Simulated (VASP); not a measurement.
# SnO (Fm-3m) in VASP: notebook, part 2 of 2

VASP 6.6.1.

### 4 Single point, HSE06

POSCAR

```
SnO
1.0
    0.0000000000      2.5369732561      2.5369732561
    2.5369732561      0.0000000000      2.5369732561
    2.5369732561      2.5369732561      0.0000000000
Sn O
1 1
Direct
    0.0000000000      0.0000000000      0.0000000000
    0.5000000000      0.5000000000      0.5000000000
```

INCAR.step1

```
PREC = Accurate
ENCUT = 520
EDIFF = 1E-5
ISMEAR = 0
SIGMA = 0.01
LREAL = F
LASPH = T
NELM = 60
ALGO = Normal
ISIF = 2
LWAVE = T
LCHARG = F
NBANDS = 17
GGA = PE
```

INCAR.step2

```
PREC = Accurate
ENCUT = 520
EDIFF = 1E-6
ISMEAR = 0
SIGMA = 0.01
LREAL = F
LASPH = T
NELM = 60
ALGO = Normal
ISIF = 2
LWAVE = F
LCHARG = F
GGA = PE
LHFCALC = T
HFSCREEN = 0.2079
PRECFOCK = Normal
NBANDS = 17
ISTART = 1
```

KPOINTS

```
Automatic mesh
0
Gamma
  4 4 4
```

Potentials or basis: VASP PAW PBE potentials, release 64 (Sn_d, O).

On the command line:

```console
> cat potpaw_PBE.64/Sn_d/POTCAR potpaw_PBE.64/O/POTCAR > POTCAR
> cp INCAR.step1 INCAR
> mpirun -np 1 vasp_std > vasp.out
> cp INCAR.step2 INCAR
> mpirun -np 1 vasp_std > vasp.out
```

OUTCAR:

```text
PREC = Accurate
   ENCUT = 520
   EDIFF = 1E-6
   ISMEAR = 0
   LREAL = F
   LASPH = T
   NELM = 60
   ISIF = 2
   GGA = PE
   LHFCALC = T
   HFSCREEN = 0.2079
   PRECFOCK = Normal
   ISTART = 1

 ion  position               nearest neighbor table
   1  0.000  0.000  0.000-   2 2.54   2 2.54   2 2.54   2 2.54   2 2.54   2 2.54
   2  0.500  0.500  0.500-   1 2.54   1 2.54   1 2.54   1 2.54   1 2.54   1 2.54

  LATTYP: Found a face centered cubic cell.
 ALAT       =     5.0739465122

  Lattice vectors:

 A1 = (   0.0000000000,   2.5369732561,   2.5369732561)
 A2 = (   2.5369732561,   0.0000000000,   2.5369732561)
 A3 = (   2.5369732561,   2.5369732561,   0.0000000000)

Analysis of symmetry for initial positions (statically):
=====================================================================
 Subroutine PRICEL returns:
 Original cell was already a primitive cell.

 Routine SETGRP: Setting up the symmetry group for a
 face centered cubic supercell.

 Subroutine GETGRP returns: Found 48 space group operations
 (whereof 48 operations were pure point group operations)
 out of a pool of 48 trial point group operations.

The static configuration has the point symmetry O_h .

Analysis of symmetry for dynamics (positions and initial velocities):
=====================================================================
 Subroutine PRICEL returns:
 Original cell was already a primitive cell.

 Routine SETGRP: Setting up the symmetry group for a
 face centered cubic supercell.

 Subroutine GETGRP returns: Found 48 space group operations
 (whereof 48 operations were pure point group operations)
 out of a pool of 48 trial point group operations.

The dynamic configuration has the point symmetry O_h .

[... 103 lines left out ...]
  Fermi-wavevector in a.u.,A,eV,Ry     =   1.390248  2.627188 26.297197  1.932789
  Thomas-Fermi vector in A             =   2.514201
   LORBIT       =      0    0 simple, 1 ext, 2 COOP (PROOUT), +10 PAW based schemes
   GGA     = PE    functional components
   LHFCALC =     T    Hartree Fock is set to
   PRECFOCK=normal    Normal, Fast or Accurate (Low or Medium for compatibility)
   ENCUT4O =  -1.0   cutoff for four orbital integrals eV
   NKREDX  =     1    reduce k-point grid by
   NKREDY  =     1    reduce k-point grid by
   NKREDZ  =     1    reduce k-point grid by
   AEXX    =    0.2500 exact exchange contribution
   HFSCREEN=    0.2079 screening length (either q_TF or 0.3 A-1)
   HFSCREENC=   0.2079 screening length for correlation (either q_TF or 0.3 A-1)
   ENCUTFOCK=  -1.0 apply spherical cutoff to Coloumb kernel
   IVDW    =     0    specifies the selected vdW correction
   LEPSILON=     F    determine dielectric tensor
   LRPA    =     F    only Hartree local field effects (RPA)
 non-spin polarized calculation
 Gauss-broadening in eV      SIGMA  =   0.01
  energy-cutoff  :      520.00
  volume of cell :       32.66
 maximum number of plane-waves:       894
 NGX is ok and might be reduce to    28
  NGX = 24; NGY = 24; NGZ = 24

 number of electron      19.9999991 magnetization

 Free energy of the ion-electron system (eV)
  ---------------------------------------------------
  ext. energy  EPLUGINS =         0.00000000
  ---------------------------------------------------
  free energy    TOTEN  =       -12.80830760 eV

  energy without entropy =      -12.80830760  energy(sigma->0) =      -12.80830760

 E-fermi :   7.2770     XC(G=0):  -8.9398

 val. band max:        7.1926075086   @ k =  -0.2500   0.2500   0.0000
 cond. band min:       8.4836463951   @ k =   0.5000   0.0000   0.0000
 fundamental gap:      1.2910388865
 Fermi energy:         7.2770192764

 k-point     1 :       0.0000    0.0000    0.0000
  band No.  band energies     occupation
      1     -16.1563      2.00000
      2     -16.1563      2.00000
      3     -16.1563      2.00000
      4     -16.1019      2.00000
      5     -16.1019      2.00000
      6     -13.4430      2.00000
[... 137 lines left out ...]
      4     -16.0982      2.00000
      5     -16.0583      2.00000
      6     -12.3382      2.00000
[... 9 lines left out ...]
     16      24.7540      0.00000
     17      26.0904      0.00000

------------------------ aborting loop because EDIFF is reached ----------------------------------------

  FORCE on cell =-STRESS in cart. coord.  units (eV):
  Direction    XX          YY          ZZ          XY          YZ          ZX
  --------------------------------------------------------------------------------------
  -------------------------------------------------------------------------------------
  Total       -0.2320909     -0.2320909     -0.2320909      0.0000000     -0.0000000      0.0000000
  in kB      -11.3865203    -11.3865203    -11.3865203      0.0000000     -0.0000000      0.0000000
  external PRESSURE =     -11.3865203 kB  Pullay stress =       0.0000000 kB

 VOLUME and BASIS-vectors are now :
 -----------------------------------------------------------------------------
  energy-cutoff  :      520.00
  volume of cell :       32.66
      direct lattice vectors                 reciprocal lattice vectors
     0.000000000  2.536973256  2.536973256    -0.197085247  0.197085247  0.197085247
     2.536973256  0.000000000  2.536973256     0.197085247 -0.197085247  0.197085247
     2.536973256  2.536973256  0.000000000     0.197085247  0.197085247 -0.197085247

 POSITION                                       TOTAL-FORCE (eV/Angst)
 -----------------------------------------------------------------------------------
      0.00000      0.00000      0.00000         0.000000      0.000000      0.000000
      2.53697      2.53697      2.53697        -0.000000     -0.000000     -0.000000
 -----------------------------------------------------------------------------------
    total drift:                               -0.000001     -0.000001     -0.000001

  FREE ENERGIE OF THE ION-ELECTRON SYSTEM (eV)
  ---------------------------------------------------
  free  energy   TOTEN  =       -12.8083076014 eV

  energy  without entropy=      -12.8083076014  energy(sigma->0) =      -12.80830760
```

OUTCAR.step1:

```text
PREC = Accurate
   ENCUT = 520
   EDIFF = 1E-5
   ISMEAR = 0
   LREAL = F
   LASPH = T
[... 362 lines left out ...]
 -----------------------------------------------------------------------------------
      0.00000      0.00000      0.00000        -0.000000      0.000000      0.000000
      2.53697      2.53697      2.53697         0.000000     -0.000000     -0.000000
 -----------------------------------------------------------------------------------
    total drift:                                0.000000      0.000000      0.000000

  FREE ENERGIE OF THE ION-ELECTRON SYSTEM (eV)
  ---------------------------------------------------
  free  energy   TOTEN  =       -10.5071101063 eV

  energy  without entropy=      -10.5071101063  energy(sigma->0) =      -10.50711011
```

Run time: 9.1 min. Hardware: 1 thread of Intel Xeon Platinum 8488C (Sapphire Rapids), shared host; peak memory 0.27 GiB.

What came out:

| Property | Result |
| --- | --- |
| Free energy | -12.8083 eV |
| Pressure | -1.1 GPa |
| Band gap on the k mesh | 1.29 eV (least direct gap 1.47 eV) |

Caveat: the k points lie up to 0.54 Å⁻¹ apart; the structure was generated, so it needn't be the stable form of SnO; the PAW data sets were made with another functional, which shifts forces and pressure a little; spin-orbit coupling is left out, which moves the levels of the heavy elements.

### 5 Overview

```csv
level,smearing,share of exact exchange,screening parameter,gap on the mesh (eV),pressure (GPa)
PBE-based screened hybrid with 75 % exact exchange,gaussian 0.01 eV,0.75,0.1 1/Å,1.84,-7.7
HSE06,methfessel-paxton 0.05 eV,0.25,0.2079 1/Å,1.29,-1.1
HSE06,gaussian 0.01 eV,0.25,0.2079 1/Å,1.29,-1.1
```

Alike in all rows: task single point; potentials or basis VASP PAW PBE potentials, release 64 (Sn_d, O); no spin polarisation; cell as given; k mesh 4 × 4 × 4; cutoff (eV) 520.

Caveats: all runs use coarse meshes; the structure was generated, so it needn't be the stable form of SnO; the PAW data sets were made with another functional, which shifts forces and pressure a little; spin-orbit coupling is left out, which moves the levels of the heavy elements.

Absolute energies hang on the potentials; compare differences alone.
